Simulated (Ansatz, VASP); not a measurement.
# Ag in VASP and in Ansatz

Contents of POSCAR:

```
Ag
1.0
    3.1279114435      0.0000000000      0.0000000000
   -1.5639557218      2.7088507709      0.0000000000
    0.0000000000      0.0000000000      4.0915699341
Ag
2
Direct
    0.3333333333      0.6666666667      0.2500000000
    0.6666666667      0.3333333333      0.7500000000
```

The input INCAR.step1:

```
  PREC = Accurate
  ENCUT = 520
  ISMEAR = 0
  SIGMA = 0.15
  LREAL = False
  LASPH = True
  NELM = 80
  NBANDS = 18
  GGA = PE
  ALGO = Normal
  EDIFF = 1E-4
  LWAVE = True
  LCHARG = False
```

File INCAR.step2:

```
  PREC = Accurate
  ENCUT = 520
  EDIFF = 1E-7
  ISMEAR = 0
  SIGMA = 0.15
  LREAL = False
  LASPH = True
  NELM = 80
  ALGO = Normal
  ISIF = 2
  LWAVE = False
  LCHARG = True
  METAGGA = R2SCAN
  LMIXTAU = True
  LELF = True
  LVHAR = True
  NBANDS = 18
  ISTART = 1
```

The input KPOINTS:

```
regular mesh
0
Gamma
  24 24 14
```

Input for Ansatz:

```yaml
crystal:
  lattice:
    - [3.1279114435, 0.0, 0.0]
    - [-1.5639557218, 2.7088507709, 0.0]
    - [0.0, 0.0, 4.0915699341]
  atoms:
    - { symbol: Ag, position: [0.3333333333, 0.6666666667, 0.25] }
    - { symbol: Ag, position: [0.6666666667, 0.3333333333, 0.75] }
basis:
  ecutwfc: 500
kpoints:
  mp_grid: { grid: [24, 24, 14] }
hamiltonian:
  xc: r2scan
scf:
  occupations: { method: gaussian, width: 0.15 }
output:
  forces: true
  stress: true
  eigenvalues: true
```

Alike in both runs: task single point; functional r2SCAN; k mesh 24 × 24 × 14; occupations gaussian, width 0.15 eV; no spin polarisation.

|  | VASP | Ansatz |
| --- | --- | --- |
| version | VASP 6.6.1 | Ansatz 0.2.0 |
| potentials or method | VASP PAW PBE potentials, release 64 (Ag), cutoff 520 eV | scalar-relativistic, plane waves, PAW |
| valence electrons in the cell | 22 | 38 |

VASP gave:

```
gap on the k mesh at the Fermi level (eV)                     : none
pressure (GPa)                                                : 5.3
traceless stress, the component that is largest in VASP (GPa) : 10.20
```

Estimate Ansatz's values.

gap on the k mesh at the Fermi level (eV): none; pressure (GPa): 5.1; traceless stress, the component that is largest in VASP (GPa): 10.03.

VASP's potentials were made for PBE, not for r2SCAN. A gap of «none» marks a metal or a gap that the smearing closes. With one functional, cell and mesh, what is left measures potentials, basis and numerics. VASP's potentials hold 22 valence electrons a cell and Ansatz's 38, so a difference there can come from the potentials and not from the codes.
